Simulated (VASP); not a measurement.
# InRuS3 (R3m) in VASP: further runs

The runs below take InRuS3 through single point, relaxation of cell and atoms, with PBE.

Everything below comes from runs of VASP 6.6.1. Logs are shortened: lines on timing, memory, paths and dates and some standing lists are left out, and cuts for length are marked.

## Step 1: The cell of the first run

The structure is trigonal, space group R3m (No. 160). Conventional cell: a = 6.622 Å, b = 6.622 Å, c = 8.141 Å, α = 90.00°, β = 90.00°, γ = 120.00°. In (site symmetry 3m) has 9 S at 2.77 to 3.36 Å within 3.7 Å. Within 3.0 Å of Ru (site symmetry 3m) lie 6 S at 2.24 to 2.58 Å. Within 3.0 Å of S (site symmetry m) lie 2 Ru at 2.24 to 2.58 Å and 1 In at 2.77 Å.

## Step 2: Single point, PBE, collinear spin, ferromagnetic start

Input file INCAR:

```
SYSTEM = InRuS3
ALGO = Normal ; EDIFF = 1E-7
ENCUT = 520 ; GGA = PE
ISIF = 2 ; ISMEAR = 0
ISPIN = 2 ; LASPH = .TRUE.
LCHARG = .TRUE. ; LELF = .TRUE.
LMAXMIX = 4 ; LORBIT = 11
LREAL = .FALSE. ; LVHAR = .TRUE.
LWAVE = .FALSE. ; MAGMOM = 0 1 0 0 0
NBANDS = 34 ; NELM = 150
PREC = Accurate ; SIGMA = 0.1
```

Input file KPOINTS:

```
k-points
0
G
  4 4 4
  0 0 0
```

Input file POSCAR:

```
InRuS3
1.0
    3.3111877308      1.9117151294      2.7135174954
   -3.3111877308      1.9117151294      2.7135174954
    0.0000000000     -3.8234302537      2.7135174991
In Ru S
1 1 3
Direct
    0.4484018799      0.4484018799      0.4484018799
    0.9488480492      0.9488480492      0.9488480492
    0.0315103433      0.4857963842      0.0315103433
    0.4857963842      0.0315103433      0.0315103433
    0.0315103433      0.0315103433      0.4857963842
```

Potentials or basis: VASP PAW PBE potentials, release 64 (In_d, Ru_pv, S).

The run is started by

```bash
cat potpaw_PBE.64/In_d/POTCAR potpaw_PBE.64/Ru_pv/POTCAR potpaw_PBE.64/S/POTCAR > POTCAR
mpirun -np 1 vasp_std > vasp.out
```

OUTCAR:

```text
SYSTEM = InRuS3
   EDIFF = 1E-7
   ENCUT = 520
   GGA = PE
   ISIF = 2
   ISMEAR = 0
   ISPIN = 2
   LASPH = .TRUE.
   LORBIT = 11
   LREAL = .FALSE.
   NELM = 150
   PREC = Accurate

 ion  position               nearest neighbor table
   1  0.448  0.448  0.448-   5 2.77   4 2.77   3 2.77   4 3.36   3 3.36   4 3.36   3 3.36   5 3.36
                             5 3.36
   2  0.949  0.949  0.949-   3 2.24   4 2.24   5 2.24   3 2.58   4 2.58   5 2.58
   3  0.032  0.486  0.032-   2 2.24   2 2.58   1 2.77   1 3.36   1 3.36
   4  0.486  0.032  0.032-   2 2.24   2 2.58   1 2.77   1 3.36   1 3.36
   5  0.032  0.032  0.486-   2 2.24   2 2.58   1 2.77   1 3.36   1 3.36

  LATTYP: Found a trigonal (rhomboedric) cell.
 ALAT       =     4.6884748184
 COS(alpha) =     0.0024505616

  Lattice vectors:

 A1 = (   3.3111877308,   1.9117151294,   2.7135174954)
 A2 = (  -3.3111877308,   1.9117151294,   2.7135174954)
 A3 = (   0.0000000000,  -3.8234302537,   2.7135174991)

Analysis of symmetry for initial positions (statically):
=====================================================================
 Subroutine PRICEL returns:
 Original cell was already a primitive cell.

 Routine SETGRP: Setting up the symmetry group for a
 trigonal (rhombohedral) supercell.

 Subroutine GETGRP returns: Found  6 space group operations
 (whereof  6 operations were pure point group operations)
 out of a pool of 12 trial point group operations.

The static configuration has the point symmetry C_3v.

Analysis of symmetry for dynamics (positions and initial velocities):
=====================================================================
 Subroutine PRICEL returns:
 Original cell was already a primitive cell.

 Routine SETGRP: Setting up the symmetry group for a
 trigonal (rhombohedral) supercell.

 Subroutine GETGRP returns: Found  6 space group operations
 (whereof  6 operations were pure point group operations)
 out of a pool of 12 trial point group operations.

The dynamic configuration has the point symmetry C_3v.

Analysis of structural, dynamic, and magnetic symmetry:
=====================================================================
 Subroutine PRICEL returns:
 Original cell was already a primitive cell.

 Routine SETGRP: Setting up the symmetry group for a
 trigonal (rhombohedral) supercell.

 Subroutine GETGRP returns: Found  6 space group operations
 (whereof  6 operations were pure point group operations)
 out of a pool of 12 trial point group operations.

The overall configuration has the point symmetry C_3v.

 Subroutine INISYM returns: Found  6 space group operations
 (whereof  6 operations are pure point group operations),
 and found     1 'primitive' translations

----------------------------------------------------------------------------------------

                                     Primitive cell

  volume of cell :     103.0602

  direct lattice vectors                    reciprocal lattice vectors
     3.311187731  1.911715129  2.713517495     0.151003217  0.087181748  0.122841785
    -3.311187731  1.911715129  2.713517495    -0.151003217  0.087181748  0.122841785
     0.000000000 -3.823430254  2.713517499     0.000000000 -0.174363496  0.122841785

  length of vectors
     4.688474818  4.688474818  4.688474818     0.213290255  0.213290255  0.213290255

  position of ions in fractional coordinates (direct lattice)
     0.448401880  0.448401880  0.448401880
     0.948848049  0.948848049  0.948848049
     0.031510343  0.485796384  0.031510343
     0.485796384  0.031510343  0.031510343
     0.031510343  0.031510343  0.485796384

  ion indices of the primitive-cell ions
   primitive index   ion index
                 1           1
                 2           2
                 3           3
                 4           4
                 5           5

----------------------------------------------------------------------------------------

 KPOINTS: k-points

Automatic generation of k-mesh.
 Grid dimensions read from file:
 generate k-points for:    4    4    4

 Generating k-lattice:

  Cartesian coordinates                     Fractional coordinates (reciprocal lattice)
     0.037750804  0.021795437  0.030710446     0.250000000  0.000000000 -0.000000000
    -0.037750804  0.021795437  0.030710446     0.000000000  0.250000000 -0.000000000
     0.000000000 -0.043590874  0.030710446    -0.000000000 -0.000000000  0.250000000

  Length of vectors
     0.053322564  0.053322564  0.053322564

  Shift w.r.t. Gamma in fractional coordinates (k-lattice)
     0.000000000  0.000000000  0.000000000

 Subroutine IBZKPT returns following result:
 ===========================================

 Found     13 irreducible k-points:

 Following reciprocal coordinates:
            Coordinates               Weight
  0.000000  0.000000  0.000000      1.000000
  0.250000  0.000000 -0.000000      6.000000
  0.500000  0.000000 -0.000000      3.000000
  0.250000  0.250000 -0.000000      6.000000
  0.500000  0.250000  0.000000     12.000000
 -0.250000  0.250000  0.000000      6.000000
  0.500000  0.500000 -0.000000      3.000000
  0.250000  0.250000  0.250000      2.000000
  0.500000  0.250000  0.250000      6.000000
 -0.250000  0.250000  0.250000      6.000000
  0.500000  0.500000  0.250000      6.000000
 -0.250000  0.500000  0.250000      6.000000
  0.500000  0.500000  0.500000      1.000000
   k-points           NKPTS =     13   k-points in BZ     NKDIM =     13   number of bands    NBANDS=     34
   number of dos      NEDOS =    301   number of ions     NIONS =      5
   total plane-waves  NPLWV =  46656
   dimension x,y,z NGX =    36 NGY =   36 NGZ =   36
   dimension x,y,z NGXF=    72 NGYF=   72 NGZF=   72
   ions per type =               1   1   3
   NGX,Y,Z   is equivalent  to a cutoff of  12.77, 12.77, 12.77 a.u.
   NGXF,Y,Z  is equivalent  to a cutoff of  25.53, 25.53, 25.53 a.u.
 SYSTEM =  InRuS3
   PREC   = accura    normal or accurate (medium, high low for compatibility)
   ISTART =      0    job   : 0-new  1-cont  2-samecut
   ICHARG =      2    charge: 1-file 2-atom 10-const
   ISPIN  =      2    spin polarized calculation?
   LNONCOLLINEAR =      F non collinear calculations
   LSORBIT =      F    spin-orbit coupling
   LASPH  =      T    aspherical Exc in radial PAW
   ENCUT  =  520.0 eV  38.22 Ry    6.18 a.u.   8.72  8.72  8.72*2*pi/ulx,y,z
   NELM   =    150;   NELMIN=  2; NELMDL= -5     # of ELM steps
   EDIFF  = 0.1E-06   stopping-criterion for ELM
   LREAL  =      F    real-space projection
   EDIFFG = 0.1E-05   stopping-criterion for IOM
   NSW    =      0    number of steps for IOM
   IBRION =     -1    ionic relax: 0-MD 1-quasi-New 2-CG
   NFREE  =      0    steps in history (QN), initial steepest desc. (CG)
   ISIF   =      2    stress and relaxation
   ISYM   =      2    0-nonsym 1-usesym 2-fastsym
   POTIM  = 0.5000    time-step for ionic-motion
   TEBEG  =    0.0;   TEEND  =   0.0 temperature during run
   PSTRESS=    0.0 pullay stress
   NELECT =      45.0000    total number of electrons
   NUPDOWN=      -1.0000    fix difference up-down
   EMIN   =  10.00;   EMAX   =-10.00  energy-range for DOS
   EFERMI =   0.00;   METHOD = LEGACY
   ISMEAR =     0;   SIGMA  =   0.10  broadening in eV -4-tet -1-fermi 0-gaus
   EFERMI_NEDOS =   21; number of points for ismear=-14 and -15
   IALGO  =     38    algorithm
   IMIX   =      4    mixing-type and parameters
     AMIX     =   0.40;   BMIX     =  1.00
     AMIX_MAG =   1.60;   BMIX_MAG =  1.00
  volume/ion in A,a.u.               =      20.61       139.10
  Fermi-wavevector in a.u.,A,eV,Ry     =   1.241982  2.347006 20.987257  1.542520
  Thomas-Fermi vector in A             =   2.376356
   LORBIT       =     11    0 simple, 1 ext, 2 COOP (PROOUT), +10 PAW based schemes
   GGA     = PE    functional components
   LHFCALC =     F    Hartree Fock is set to
   AEXX    =    0.0000 exact exchange contribution
   IVDW    =     0    specifies the selected vdW correction
   LEPSILON=     F    determine dielectric tensor
   LRPA    =     F    only Hartree local field effects (RPA)
 spin polarized calculation
 Gauss-broadening in eV      SIGMA  =   0.10
  energy-cutoff  :      520.00
  volume of cell :      103.06
 maximum number of plane-waves:      2800
 NGX is ok and might be reduce to    36
   NGX = 17   NGY = 17   NGZ = 17

 number of electron      45.0000004 magnetization      -0.0000714

 number of electron      45.0000004 magnetization       0.0001571

 Free energy of the ion-electron system (eV)
  ---------------------------------------------------
  ext. energy  EPLUGINS =         0.00000000
  ---------------------------------------------------
  free energy    TOTEN  =       -24.01368386 eV

  energy without entropy =      -23.98655746  energy(sigma->0) =      -24.00012066

 E-fermi :   6.0132     XC(G=0): -10.2555

 val. band max:        6.0070682061   @ k =   0.5000   0.5000   0.5000
 cond. band min:       6.0225421902   @ k =   0.5000   0.0000  -0.0000
 fundamental gap:      0.0154739841
 Fermi energy:         6.0131764440

 spin component 1

 k-point     1 :       0.0000    0.0000    0.0000
  band No.  band energies     occupation
      1     -37.1986      1.00000
      2     -37.1986      1.00000
      3     -36.9328      1.00000
      4      -8.2767      1.00000
      5      -7.9810      1.00000
      6      -7.9810      1.00000
[... 26 lines left out ...]
     33      13.5100      0.00000
     34      13.9010      0.00000

 k-point     2 :       0.2500    0.0000   -0.0000
  band No.  band energies     occupation
      1     -37.1993      1.00000
      2     -37.1986      1.00000
      3     -36.9331      1.00000
      4      -8.1230      1.00000
      5      -7.9814      1.00000
      6      -7.9749      1.00000
[... 26 lines left out ...]
     33      13.9641      0.00000
     34      14.9317      0.00000
[... 368 lines left out ...]
     33      14.8571      0.00000
     34      15.5409      0.00000

 k-point    13 :       0.5000    0.5000    0.5000
  band No.  band energies     occupation
      1     -37.2005      1.00000
      2     -37.2005      1.00000
      3     -36.9345      1.00000
      4      -8.0502      1.00000
      5      -8.0502      1.00000
      6      -8.0207      1.00000
[... 26 lines left out ...]
     33      15.4995      0.00000
     34      16.2768      0.00000
 Fermi energy:         6.0131764440

 spin component 2

 k-point     1 :       0.0000    0.0000    0.0000
  band No.  band energies     occupation
      1     -37.1987      1.00000
      2     -37.1987      1.00000
      3     -36.9328      1.00000
      4      -8.2766      1.00000
      5      -7.9810      1.00000
      6      -7.9810      1.00000
[... 26 lines left out ...]
     33      13.5101      0.00000
     34      13.9010      0.00000

 k-point     2 :       0.2500    0.0000   -0.0000
  band No.  band energies     occupation
      1     -37.1993      1.00000
      2     -37.1987      1.00000
      3     -36.9331      1.00000
      4      -8.1229      1.00000
      5      -7.9814      1.00000
      6      -7.9749      1.00000
[... 26 lines left out ...]
     33      13.9642      0.00000
     34      14.9313      0.00000
[... 368 lines left out ...]
     33      14.8571      0.00000
     34      15.5410      0.00000

 k-point    13 :       0.5000    0.5000    0.5000
  band No.  band energies     occupation
      1     -37.2005      1.00000
      2     -37.2005      1.00000
      3     -36.9346      1.00000
      4      -8.0502      1.00000
      5      -8.0502      1.00000
      6      -8.0207      1.00000
[... 26 lines left out ...]
     33      15.4996      0.00000
     34      16.3016      0.00000

------------------------ aborting loop because EDIFF is reached ----------------------------------------

  FORCE on cell =-STRESS in cart. coord.  units (eV):
  Direction    XX          YY          ZZ          XY          YZ          ZX
  --------------------------------------------------------------------------------------
  -------------------------------------------------------------------------------------
  Total       -0.0988090     -0.0988090     -0.0341698      0.0000000      0.0000000     -0.0000000
  in kB       -1.5360884     -1.5360884     -0.5312048      0.0000000      0.0000000     -0.0000000
  external PRESSURE =      -1.2011272 kB  Pullay stress =       0.0000000 kB

 VOLUME and BASIS-vectors are now :
 -----------------------------------------------------------------------------
  energy-cutoff  :      520.00
  volume of cell :      103.06
      direct lattice vectors                 reciprocal lattice vectors
     3.311187731  1.911715129  2.713517495     0.151003217  0.087181748  0.122841785
    -3.311187731  1.911715129  2.713517495    -0.151003217  0.087181748  0.122841785
     0.000000000 -3.823430254  2.713517499     0.000000000 -0.174363496  0.122841785

 POSITION                                       TOTAL-FORCE (eV/Angst)
 -----------------------------------------------------------------------------------
      0.00000      0.00000      3.65024         0.000000     -0.000000     -0.008719
      0.00000      0.00000      7.72415         0.000000     -0.000000     -0.007875
     -1.50423      0.86847      1.48922        -0.034427      0.019876      0.005532
      1.50423      0.86847      1.48922         0.034427      0.019876      0.005532
      0.00000     -1.73693      1.48922         0.000000     -0.039752      0.005532
 -----------------------------------------------------------------------------------
    total drift:                                0.000000     -0.000003      0.000169

  FREE ENERGIE OF THE ION-ELECTRON SYSTEM (eV)
  ---------------------------------------------------
  free  energy   TOTEN  =       -24.0136838577 eV

  energy  without entropy=      -23.9865574630  energy(sigma->0) =      -24.00012066

 total charge

# of ion       s       p       d       tot
------------------------------------------
    1        0.996   0.325   9.877  11.198
    2        0.325   6.259   6.015  12.598
    3        1.369   2.279   0.000   3.647
    4        1.369   2.279   0.000   3.647
    5        1.369   2.279   0.000   3.647
--------------------------------------------------
tot          5.427  13.419  15.892  34.738

 magnetization (x)

# of ion       s       p       d       tot
------------------------------------------
    1        0.000   0.000   0.000   0.000
    2       -0.000  -0.000  -0.000  -0.000
    3        0.000   0.000   0.000   0.000
    4        0.000   0.000   0.000   0.000
    5        0.000   0.000   0.000   0.000
--------------------------------------------------
tot          0.000   0.000  -0.000   0.000
```

Run time: 58 s. Hardware: 1 thread of Intel Xeon Platinum 8559C (Emerald Rapids), shared host; peak memory 0.28 GiB.

Results:

```
Free energy                                           : -24.0137 eV
Pressure                                              : -0.1 GPa
Largest force                                         : 0.040 eV/Å
Net moment                                            : 0.00 μB per cell
Valence electrons inside the program's atomic spheres : In 11.20; Ru 12.60; S 3.65
```

Forces on the atoms (eV/Å):
```
In   0.000  0.000 -0.009
Ru   0.000  0.000 -0.008
S   -0.034  0.020  0.006
S    0.034  0.020  0.006
S    0.000 -0.040  0.006
```

Levels at points of the mesh, in eV from the Fermi level:
Spin up:
| k point | band 21 | band 22 | band 23 | band 24 | band 25 | band 26 |
| --- | --- | --- | --- | --- | --- | --- |
| (0.00, 0.00, 0.00) | -1.43 | -0.09 | -0.09 | 0.84 | 0.92 | 0.92 |
| (0.50, 0.00, 0.00) | -0.69 | 0.01 | 0.39 | 0.41 | 0.84 | 1.48 |
| (0.50, 0.50, 0.00) | -0.33 | -0.28 | 0.18 | 0.36 | 0.91 | 3.36 |
| (0.50, 0.50, 0.50) | -0.64 | -0.20 | -0.20 | -0.01 | 3.30 | 3.30 |
Spin down:
```
           k point  band 20  band 21  band 22  band 23  band 24  band 25  band 26  band 27
(0.00, 0.00, 0.00)    -2.31    -1.43    -0.09    -0.09     0.84     0.92     0.92     4.56
(0.50, 0.00, 0.00)    -1.69    -0.69     0.01     0.39     0.41     0.84     1.48     2.88
(0.50, 0.50, 0.00)    -1.66    -0.33    -0.28     0.18     0.36     0.91     3.36     3.47
(0.50, 0.50, 0.50)    -0.72    -0.64    -0.20    -0.20    -0.01     3.30     3.30     6.23
```

Caveat: spin-orbit coupling is left out, which moves the levels of the heavy elements.

## Step 3: Relaxation of cell and atoms, PBE

Input file INCAR:

```
  PREC = Accurate
  ENCUT = 600
  EDIFF = 1E-7
  ISMEAR = 0
  SIGMA = 0.1
  LREAL = False
  LASPH = True
  NELM = 100
  ALGO = Normal
  ISIF = 3
  LWAVE = False
  LCHARG = False
  GGA = PE
  IBRION = 2
  NSW = 90
  EDIFFG = -0.04
```

Input file KPOINTS:

```
regular mesh
0
Gamma
  6 6 6
```

POSCAR, as its differences from that of step 2:

```diff
@@ -2,5 +2,5 @@
 1.0
-    3.3111877308      1.9117151294      2.7135174954
-   -3.3111877308      1.9117151294      2.7135174954
-    0.0000000000     -3.8234302537      2.7135174991
+    3.3111877308      1.9117151277      2.7135174966
+   -3.3111877308      1.9117151277      2.7135174966
+    0.0000000000     -3.8234302554      2.7135174966
 In Ru S
```

Potentials or basis: VASP PAW PBE potentials, release 64 (In_d, Ru_pv, S).

The run is started by

```bash
cat potpaw_PBE.64/In_d/POTCAR potpaw_PBE.64/Ru_pv/POTCAR potpaw_PBE.64/S/POTCAR > POTCAR
mpirun -np 1 vasp_std > vasp.out
```

Wall time 7 min (1 thread of Intel Xeon Platinum 8559C (Emerald Rapids), shared host); peak memory 0.32 GiB.

Results (log left out):

```
Free energy                            : -24.0552 eV
Relaxed volume                         : 20.57 Å³/atom
Relaxed cell                           : a = 4.685 Å, b = 4.685 Å, c = 4.685 Å, α = 90.67°, β = 90.67°, γ = 90.67°
Space group after relaxing (to 0.05 Å) : R3m (No. 160)
Energy gained by relaxing              : 2.6 meV/atom
Ionic steps                            : 8
Pressure after relaxing                : 0.0 GPa
Largest force after relaxing           : 0.032 eV/Å
```

Forces in eV/Å, atoms in the order of the input:
```
In   0.000  0.000 -0.032
Ru   0.000  0.000  0.024
S   -0.008  0.005  0.003
S    0.008  0.005  0.003
S    0.000 -0.009  0.003
```

Stress tensor (GPa, compression positive):
```
-0.10  0.00  0.00
 0.00 -0.10  0.00
 0.00  0.00  0.20
```

The path:
```tsv
step	energy change (eV)	largest force (eV/Å)	pressure (GPa)	volume (Å³)
1	0.0000	0.2411	-0.20	103.06
2	-0.0041	0.1781	-0.01	102.68
3	-0.0074	0.1103	0.39	101.97
4	-0.0091	0.1340	-0.26	102.65
5	-0.0092	0.1308	-0.16	102.55
6	-0.0116	0.0902	-0.06	102.62
7	-0.0125	0.0443	0.04	102.69
8	-0.0131	0.0315	0.00	102.83
```

Final structure:
```
In Ru S
1.0
     3.33243    1.92398    2.67307
    -3.33243    1.92398    2.67307
     0.00000   -3.84796    2.67307
In Ru S
1 1 3
Direct
  0.44174 0.44174 0.44174
  0.95513 0.95513 0.95513
  0.03037 0.48847 0.03037
  0.48847 0.03037 0.03037
  0.03037 0.03037 0.48847
```

Levels at points of the mesh, in eV from the Fermi level:
| k point | band 19 | band 20 | band 21 | band 22 | band 23 | band 24 | band 25 | band 26 |
| --- | --- | --- | --- | --- | --- | --- | --- | --- |
| (0.00, 0.00, 0.00) | -2.59 | -2.19 | -1.49 | -0.14 | -0.14 | 0.75 | 0.75 | 0.75 |
| (0.50, 0.00, 0.00) | -2.56 | -1.63 | -0.62 | -0.01 | 0.42 | 0.45 | 0.70 | 1.57 |
| (0.50, 0.50, 0.00) | -2.25 | -1.60 | -0.25 | -0.22 | 0.25 | 0.42 | 0.95 | 3.57 |
| (0.50, 0.50, 0.50) | -0.64 | -0.64 | -0.45 | -0.12 | -0.12 | 0.05 | 3.56 | 3.56 |

Caveat: spin-orbit coupling is left out, which moves the levels of the heavy elements.

(Part 1 of 2 ends here.)
